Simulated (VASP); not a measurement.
Wanted: the native input for a VASP 6.6.1 run.

```
Task                    : single point
Functional              : PBE
Potentials or basis     : VASP PAW PBE potentials, release 64 (Hf_pv, Si, O)
Cutoff                  : 520 eV
k mesh                  : 4 × 4 × 4
Occupations             : gaussian, width 0.02 eV
Spin                    : no spin polarisation
Dipole correction       : no
k mesh for the DOS      : 6 × 6 × 6
Occupations for the DOS : tetrahedron
Further INCAR settings  : ALGO = Normal; EDIFF = 1e-07; NBANDS = 47
```

Crystal: HfSi3O8.

```
Hf Si O
1.0
     5.50146    0.00000    0.00000
     0.00000    5.50146    0.00000
     0.00000    0.00000    7.98639
Hf Si O
1 3 8
Direct
  0.00000 0.00000 0.50000
  0.50000 0.00000 0.77929
  0.00000 0.50000 0.22071
  0.50000 0.50000 0.00000
  0.73377 0.00000 0.65662
  0.24906 0.50000 0.10909
  0.26623 0.00000 0.65662
  0.75094 0.50000 0.10909
  0.00000 0.26623 0.34338
  0.50000 0.75094 0.89092
  0.00000 0.73377 0.34338
  0.50000 0.24906 0.89092
```

One way to write it, as run:

POSCAR

```
HfSi3O8
1.0
    5.5014551000      0.0000000000      0.0000000000
    0.0000000000      5.5014551000      0.0000000000
    0.0000000000      0.0000000000      7.9863852000
Hf Si O
1 3 8
Direct
    0.0000000000      0.0000000000      0.5000000000
    0.5000000000      0.0000000000      0.7792900000
    0.0000000000      0.5000000000      0.2207100000
    0.5000000000      0.5000000000      0.0000000000
    0.7337650000      0.0000000000      0.6566200000
    0.2490620000      0.5000000000      0.1090850000
    0.2662350000      0.0000000000      0.6566200000
    0.7509380000      0.5000000000      0.1090850000
    0.0000000000      0.2662350000      0.3433800000
    0.5000000000      0.7509380000      0.8909150000
    0.0000000000      0.7337650000      0.3433800000
    0.5000000000      0.2490620000      0.8909150000
```

INCAR.step1

```
SYSTEM = HfSi3O8
PREC     = Accurate       ! precision mode
ENCUT    = 520            ! plane-wave cutoff, eV
EDIFF    = 1E-7           ! SCF threshold, eV
ISMEAR   = 0              ! smearing method
SIGMA    = 0.02           ! smearing width, eV
LREAL    = .FALSE.        ! projectors in reciprocal space
LASPH    = .TRUE.         ! aspherical terms in the spheres
NELM     = 80             ! most SCF steps
ALGO     = Normal         ! electronic algorithm
ISIF     = 2              ! what is computed and relaxed
LWAVE    = .FALSE.        ! write WAVECAR
LCHARG   = .TRUE.         ! write CHGCAR
LMAXMIX  = 4              ! l up to which the mixer works
GGA      = PE             ! functional
NBANDS   = 47             ! bands
```

KPOINTS.step1

```
Automatic mesh
0
G
  4 4 4
  0 0 0
```

INCAR.step2

```
SYSTEM = HfSi3O8
PREC     = Accurate       ! precision mode
ENCUT    = 520            ! plane-wave cutoff, eV
EDIFF    = 1E-7           ! SCF threshold, eV
ISMEAR   = -5             ! smearing method
SIGMA    = 0.02           ! smearing width, eV
LREAL    = .FALSE.        ! projectors in reciprocal space
LASPH    = .TRUE.         ! aspherical terms in the spheres
NELM     = 80             ! most SCF steps
ALGO     = Normal         ! electronic algorithm
ISIF     = 2              ! what is computed and relaxed
LWAVE    = .FALSE.        ! write WAVECAR
LCHARG   = .FALSE.        ! write CHGCAR
LMAXMIX  = 4              ! l up to which the mixer works
GGA      = PE             ! functional
LORBIT   = 11             ! projections on sites
NBANDS   = 47             ! bands
NEDOS    = 2001           ! points of the DOS
ICHARG   = 11             ! starting density
```

KPOINTS.step2

```
Automatic mesh
0
G
  6 6 6
  0 0 0
```

Potentials or basis: VASP PAW PBE potentials, release 64 (Hf_pv, Si, O).

Run with:

```bash
$ cat potpaw_PBE.64/Hf_pv/POTCAR potpaw_PBE.64/Si/POTCAR potpaw_PBE.64/O/POTCAR > POTCAR
$ cp INCAR.step1 INCAR
$ cp KPOINTS.step1 KPOINTS
$ mpirun -np 1 vasp_std > vasp.out
$ cp INCAR.step2 INCAR
$ cp KPOINTS.step2 KPOINTS
$ mpirun -np 1 vasp_std > vasp.out
```

Results of the run:

```yaml
Valence_electrons_inside_the_program's_atomic_spheres: Hf 8.77; Si 1.61, 1.56 (each value once); O 5.18, 5.23 (each value once)
```

Wall time 14 min on 1 thread of Intel(R) Xeon(R) Platinum 8259CL CPU @ 2.50GHz (Skylake/Cascade Lake), with other jobs on the host, peak memory 0.53 GiB.
